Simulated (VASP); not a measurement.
Input of a VASP 6.6.1 run:

The input INCAR:

```
PREC = Accurate ; ENCUT = 600
EDIFF = 1E-6 ; ISMEAR = -1
SIGMA = 0.08 ; LREAL = False
LASPH = True ; NELM = 120
ALGO = Normal ; ISIF = 2
LWAVE = False ; LCHARG = False
GGA = PS ; NBANDS = 16
GGA_COMPAT = False
```

File KPOINTS:

```
regular mesh
0
Gamma
  14 14 14
```

Contents of POSCAR:

```
NbC
1.0
   -0.0220000000      2.1890000000      2.1890000000
    2.1890000000     -0.0220000000      2.1890000000
    2.1890000000      2.1890000000     -0.0220000000
Nb C
1 1
Direct
    0.0000000000      0.0000000000      0.0000000000
    0.5000000000      0.5000000000      0.5000000000
```

Potentials or basis: VASP PAW PBE potentials, release 64 (Nb_sv, C).

The run is started by

```sh
$ cat potpaw_PBE.64/Nb_sv/POTCAR potpaw_PBE.64/C/POTCAR > POTCAR
$ mpirun -np 1 vasp_std > vasp.out
```

Task: Estimate the band gap on the k mesh.

Result: Zero (an odd number of electrons rules out a gap without spin polarisation).

Task: Estimate the pressure.

Result: 11.1 GPa.

Stress tensor (GPa, compression positive):
```
11.12  1.83  1.83
 1.83 11.12  1.83
 1.83  1.83 11.12
```

Caveat: the cell differs from its parent crystal (equal xy, yz and zx shear strains of -1 %); the cell stands under pressure; the PAW data sets were made with another functional, which shifts forces and pressure a little.
